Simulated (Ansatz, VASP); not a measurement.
# Two plane-wave programs on Zr

```xyz
2
Lattice="3.2345 0.0000 0.0000 -1.6172 2.8011 0.0000 0.0000 0.0000 5.1655" Properties=species:S:1:pos:R:3 pbc="T T T"
Zr    0.0000    1.8674    1.2914
Zr    1.6172    0.9337    3.8741
```

Alike in both runs: functional PBE; k mesh 12 × 12 × 8; occupations gaussian, width 0.1 eV; no spin polarisation.

Ansatz relaxed the structure, and its values are those at the end. VASP's run is a single point on that final structure, the one shown.

|  | VASP | Ansatz |
| --- | --- | --- |
| version | VASP 6.6.1 | Ansatz 0.2.0 |
| potentials or method | VASP PAW PBE potentials, release 64 (Zr_sv), cutoff 520 eV | scalar-relativistic, plane waves, PAW |
| valence electrons in the cell | 24 | 24 |

```tsv
	VASP	Ansatz	Ansatz less VASP
gap on the k mesh at the Fermi level (eV)	none	none	-
pressure (GPa)	0.0	0.0	-0.03
```

A gap of «none» marks a metal or a gap that the smearing closes.
